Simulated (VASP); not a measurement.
# SnO2 (P4_2/mnm) in VASP: further runs

Aim: see how the results for SnO2 move with the level of theory and the settings. Levels: PBE, r2SCAN. Tasks: electric field gradients.

Everything below comes from runs of VASP 6.6.1. Logs are shortened: lines on timing, memory, paths and dates and some standing lists are left out, and cuts for length are marked.

## 1. The cell of the first run

The structure is tetragonal, space group P4_2/mnm (No. 136). Conventional cell: a = 4.738 Å, b = 4.738 Å, c = 3.187 Å, α = 90.00°, β = 90.00°, γ = 90.00°. Within 2.7 Å of Sn (site symmetry mmm) lie 6 O at 2.05 to 2.06 Å. Within 2.7 Å of O (site symmetry m2m) lie 3 Sn at 2.05 to 2.06 Å and 1 O at 2.59 Å.

## 2. Electric field gradients, PBE

INCAR reads:

```
SYSTEM = SnO2
PREC = Accurate
ENCUT = 520
EDIFF = 1E-8
ISMEAR = -1
SIGMA = 0.01
LREAL = .False.
LASPH = .True.
NELM = 120
ALGO = Normal
ISIF = 2
LWAVE = .False.
LCHARG = .False.
GGA = PE
LEFG = .True.
NBANDS = 35
GGA_COMPAT = .False.
```

KPOINTS reads:

```
Automatic mesh
0
Gamma
  7 7 10
  0 0 0
```

POSCAR reads:

```
SnO2
1.0
    4.7380000000      0.0000000000      0.0000000000
    0.0000000000      4.7380000000      0.0000000000
    0.0000000000      0.0000000000      3.1865000000
Sn O
2 4
Direct
    0.0000000000      0.0000000000      0.0000000000
    0.5000000000      0.5000000000      0.5000000000
    0.3071000000      0.3071000000      0.0000000000
    0.1929000000      0.8071000000      0.5000000000
    0.6929000000      0.6929000000      0.0000000000
    0.8071000000      0.1929000000      0.5000000000
```

Potentials or basis: VASP PAW PBE potentials, release 64 (Sn_d, O).

The run is started by

```console
cat potpaw_PBE.64/Sn_d/POTCAR potpaw_PBE.64/O/POTCAR > POTCAR
mpirun -np 1 vasp_std > vasp.out
```

OUTCAR:

```text
SYSTEM = SnO2
   PREC = Accurate
   ENCUT = 520
   EDIFF = 1E-8
   ISMEAR = -1
   LREAL = .False.
   LASPH = .True.
   NELM = 120
   ISIF = 2
   GGA = PE

 ion  position               nearest neighbor table
   1  0.000  0.000  0.000-   4 2.05   6 2.05   4 2.05   6 2.05   5 2.06   3 2.06   2 3.71   2 3.71
                             2 3.71   2 3.71   2 3.71   2 3.71   2 3.71   2 3.71
   2  0.500  0.500  0.500-   3 2.05   5 2.05   3 2.05   5 2.05   4 2.06   6 2.06   1 3.71   1 3.71
                             1 3.71   1 3.71   1 3.71   1 3.71   1 3.71   1 3.71
   3  0.307  0.307  0.000-   2 2.05   2 2.05   1 2.06
   4  0.193  0.807  0.500-   1 2.05   1 2.05   2 2.06
   5  0.693  0.693  0.000-   2 2.05   2 2.05   1 2.06
   6  0.807  0.193  0.500-   1 2.05   1 2.05   2 2.06

  LATTYP: Found a simple tetragonal cell.
 ALAT       =     4.7380000000
 C/A-ratio  =     0.6725411566

  Lattice vectors:

 A1 = (   4.7380000000,   0.0000000000,   0.0000000000)
 A2 = (   0.0000000000,   4.7380000000,   0.0000000000)
 A3 = (   0.0000000000,   0.0000000000,   3.1865000000)

Analysis of symmetry for initial positions (statically):
=====================================================================
 Subroutine PRICEL returns:
 Original cell was already a primitive cell.

 Routine SETGRP: Setting up the symmetry group for a
 simple tetragonal supercell.

 Subroutine GETGRP returns: Found 16 space group operations
 (whereof  8 operations were pure point group operations)
 out of a pool of 16 trial point group operations.

The static configuration has the point symmetry D_2h.
 The point group associated with its full space group is D_4h.

Analysis of symmetry for dynamics (positions and initial velocities):
=====================================================================
 Subroutine PRICEL returns:
 Original cell was already a primitive cell.

 Routine SETGRP: Setting up the symmetry group for a
 simple tetragonal supercell.

 Subroutine GETGRP returns: Found 16 space group operations
 (whereof  8 operations were pure point group operations)
 out of a pool of 16 trial point group operations.

The dynamic configuration has the point symmetry D_2h.
 The point group associated with its full space group is D_4h.
[... 162 lines left out ...]
 k-point     1 :       0.0000    0.0000    0.0000
  band No.  band energies     occupation
      1     -14.9631      2.00000
      2     -14.1850      2.00000
      3     -13.9015      2.00000
      4     -13.8797      2.00000
      5     -13.8797      2.00000
      6     -13.7997      2.00000
[... 901 lines left out ...]
     34      18.6600      0.00000
     35      18.6843      0.00000

 [... further k-points ...]

------------------------ aborting loop because EDIFF is reached ----------------------------------------

  FORCE on cell =-STRESS in cart. coord.  units (eV):
  Direction    XX          YY          ZZ          XY          YZ          ZX
  --------------------------------------------------------------------------------------
  -------------------------------------------------------------------------------------
  Total        4.7776427      4.7776427      6.2516680     -0.0000000      0.0000000      0.0000000
  in kB      107.0089765    107.0089765    140.0239908     -0.0000000      0.0000000      0.0000000
  external PRESSURE =     118.0139813 kB  Pullay stress =       0.0000000 kB

 VOLUME and BASIS-vectors are now :
 -----------------------------------------------------------------------------
  energy-cutoff  :      520.00
  volume of cell :       71.53
      direct lattice vectors                 reciprocal lattice vectors
     4.738000000  0.000000000  0.000000000     0.211059519  0.000000000  0.000000000
     0.000000000  4.738000000  0.000000000     0.000000000  0.211059519  0.000000000
     0.000000000  0.000000000  3.186500000     0.000000000  0.000000000  0.313823945

 POSITION                                       TOTAL-FORCE (eV/Angst)
 -----------------------------------------------------------------------------------
      0.00000      0.00000      0.00000         0.000000      0.000000      0.000000
      2.36900      2.36900      1.59325         0.000000      0.000000      0.000000
      1.45504      1.45504      0.00000        -0.208173     -0.208173      0.000000
      0.91396      3.82404      1.59325         0.208173     -0.208173      0.000000
      3.28296      3.28296      0.00000         0.208173      0.208173     -0.000000
      3.82404      0.91396      1.59325        -0.208173      0.208173     -0.000000
 -----------------------------------------------------------------------------------
    total drift:                               -0.000000      0.000000      0.000000

  FREE ENERGIE OF THE ION-ELECTRON SYSTEM (eV)
  ---------------------------------------------------
  free  energy   TOTEN  =       -37.1595205211 eV

  energy  without entropy=      -37.1595205211  energy(sigma->0) =      -37.15952052

 Electric field gradients (V/A^2)
---------------------------------------------------------------------
 ion       V_xx      V_yy      V_zz      V_xy      V_xz      V_yz
---------------------------------------------------------------------
   1      29.969    29.969   -59.937   -21.979    -0.000     0.000
   2      29.969    29.969   -59.937    21.979    -0.000    -0.000
   3     -23.940   -23.940    47.880    81.455     0.000    -0.000
   4     -23.940   -23.940    47.880   -81.455     0.000    -0.000
   5     -23.940   -23.940    47.880    81.455    -0.000    -0.000
   6     -23.940   -23.940    47.880   -81.455    -0.000     0.000
---------------------------------------------------------------------

 Electric field gradients after diagonalization (V/A^2)
 (convention: |V_zz| > |V_xx| > |V_yy|)
----------------------------------------------------------------------
 ion       V_xx      V_yy      V_zz     asymmetry (V_yy - V_xx)/ V_zz
----------------------------------------------------------------------
   1      51.948     7.990   -59.937       0.733
   2      51.948     7.990   -59.937       0.733
   3      57.515    47.880  -105.395       0.091
   4      57.515    47.880  -105.395       0.091
   5      57.515    47.880  -105.395       0.091
   6      57.515    47.880  -105.395       0.091
----------------------------------------------------------------------

           NMR quadrupolar parameters

 Cq : quadrupolar parameter    Cq=e*Q*V_zz/h
 eta: asymmetry parameters     (V_yy - V_xx)/ V_zz
 Q  : nuclear electric quadrupole moment in mb (millibarn)
----------------------------------------------------------------------
 ion       Cq(MHz)       eta       Q (mb)
----------------------------------------------------------------------
   1      -0.145       0.733       1.000
   2      -0.145       0.733       1.000
   3      -0.255       0.091       1.000
   4      -0.255       0.091       1.000
   5      -0.255       0.091       1.000
   6      -0.255       0.091       1.000
----------------------------------------------------------------------
```

OSZICAR:

```text
N       E                     dE             d eps       ncg     rms          rms(c)
DAV:   1     0.642602417878E+03    0.64260E+03   -0.25616E+04  4626   0.234E+03
DAV:   2     0.559517626016E+02   -0.58665E+03   -0.55444E+03  4624   0.615E+02
DAV:   3    -0.384967471256E+02   -0.94449E+02   -0.92959E+02  4531   0.207E+02
DAV:   4    -0.432916493855E+02   -0.47949E+01   -0.47606E+01  5366   0.502E+01
DAV:   5    -0.434163257009E+02   -0.12468E+00   -0.12448E+00  5203   0.852E+00    0.162E+01
DAV:   6    -0.370678136602E+02    0.63485E+01   -0.17528E+01  6678   0.640E+01    0.628E+00
DAV:   7    -0.371870589993E+02   -0.11925E+00   -0.20602E+00  4828   0.799E+00    0.324E+00
DAV:   8    -0.371656441045E+02    0.21415E-01   -0.16337E-01  6056   0.428E+00    0.754E-01
DAV:   9    -0.371587492173E+02    0.68949E-02   -0.35058E-02  6897   0.306E+00    0.133E-01
DAV:  10    -0.371593951397E+02   -0.64592E-03   -0.38567E-03  5109   0.471E-01    0.587E-02
DAV:  11    -0.371595224452E+02   -0.12731E-03   -0.21048E-04  5492   0.105E-01    0.138E-02
DAV:  12    -0.371595217444E+02    0.70076E-06   -0.12132E-05  5510   0.268E-02    0.779E-03
DAV:  13    -0.371595205881E+02    0.11563E-05   -0.38652E-06  5922   0.375E-02    0.163E-03
DAV:  14    -0.371595205047E+02    0.83358E-07   -0.65548E-07  5440   0.612E-03    0.110E-03
DAV:  15    -0.371595204482E+02    0.56527E-07   -0.26966E-08  4367   0.248E-03    0.337E-04
DAV:  16    -0.371595205005E+02   -0.52299E-07   -0.14815E-08  3042   0.992E-04    0.121E-04
DAV:  17    -0.371595205128E+02   -0.12310E-07   -0.34037E-09  2649   0.678E-04    0.328E-05
DAV:  18    -0.371595205211E+02   -0.82973E-08   -0.10636E-09  2595   0.425E-04
   1 F= -.37159521E+02 E0= -.37159521E+02  d E =-.622381E-13
```

Wall time 3.3 min (1 thread of Oxide Virtual Turin-like, shared host); peak memory 0.21 GiB.

What came out:

```yaml
Free_energy: -37.1595 eV
Pressure: 11.8 GPa
Largest_force: 0.294 eV/Å
Band_gap_on_the_k_mesh: 1.27 eV
Largest_electric_field_gradient_by_atom: Sn -59.9; O -105.4 V/Å²
```

Forces on the atoms (eV/Å):
```
Sn   0.000  0.000  0.000
Sn   0.000  0.000  0.000
O   -0.208 -0.208  0.000
O    0.208 -0.208  0.000
O    0.208  0.208  0.000
O   -0.208  0.208  0.000
```

Electric field gradients, principal values (V/Å²):
```csv
atom,least,middle,greatest (by size)
1 Sn,7.990,51.948,-59.937
2 Sn,7.990,51.948,-59.937
3 O,47.880,57.515,-105.395
4 O,47.880,57.515,-105.395
5 O,47.880,57.515,-105.395
6 O,47.880,57.515,-105.395
```

Caveat: the cell stands under pressure; without QUAD_EFG the Cq values of the log hold for a quadrupole moment of 1 mb, not for the nuclei; spin-orbit coupling is left out, which moves the levels of the heavy elements. PBE gaps usually lie below the measured ones, often by a third to a half.

(Part 1 of 2 ends here.)
